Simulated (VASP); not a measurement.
A run of VASP 6.6.1 is set up as follows.

INCAR

```
ALGO = Normal ; EDIFF = 1E-6
ENCUT = 520 ; GGA = PS
ISIF = 2 ; ISMEAR = 0
LASPH = T ; LCHARG = F
LREAL = F ; LWAVE = F
NBANDS = 11 ; NELM = 60
PREC = Accurate ; SIGMA = 0.01
```

KPOINTS

```
k-points
0
Gamma
  8 8 8
```

The input POSCAR:

```
BeTe
1.0
    0.0000000000      2.7875808297      2.7875808297
    2.7875808297      0.0000000000      2.7875808297
    2.7875808297      2.7875808297      0.0000000000
Be Te
1 1
Direct
    0.0000000000      0.0000000000      0.0000000000
    0.7500000000      0.7500000000      0.7500000000
```

Potentials or basis: VASP PAW PBE potentials, release 64 (Be, Te).

The run is started by

```sh
$ cat potpaw_PBE.64/Be/POTCAR potpaw_PBE.64/Te/POTCAR > POTCAR
$ mpirun -np 1 vasp_std > vasp.out
```

(1) Predict the pressure.

(2) Predict the band gap on the k mesh.

Answers

(1) 1.3 GPa.

(2) 1.78 eV, indirect (least direct gap 3.57 eV).

Caveat: the PAW data sets were made with another functional, which shifts forces and pressure a little; spin-orbit coupling is left out, which moves the levels of the heavy elements.
